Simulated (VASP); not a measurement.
Runs of VASP 6.6.1 on GaP. The structure is that of space group F-43m (No. 216), or close to it. The cells are those of the table. 

```csv
cell,gap on the mesh (eV),pressure (GPa)
"a = 3.858 Å, angles 60.0°, 2 atoms",1.61,2.2
"a = 3.806, b = 3.856 Å, angles 59.6, 60.9, 59.6°, 2 atoms",(b),4.8
"a = 3.823, b = 3.719 Å, angles 60.9, 58.2, 60.9°, 2 atoms",1.24,7.6
"a = 3.876, b = 3.824 Å, angles 60.4, 59.1, 60.4°, 2 atoms",(a),2.2
"a = 3.770, b = 3.820 Å, angles 59.6, 60.9, 59.6°, 2 atoms",1.25,7.6
```

Alike in all rows: task single point; level PBE; potentials or basis VASP PAW PBE potentials, release 64 (Ga_d, P); no spin polarisation; k mesh 10 × 10 × 10; cutoff (eV) 520; smearing gaussian 0.05 eV.

Estimate the missing entries.

(a) 1.48; (b) 1.30.

A k mesh can miss the band edges, and the runs leave out spin-orbit coupling on Ga.
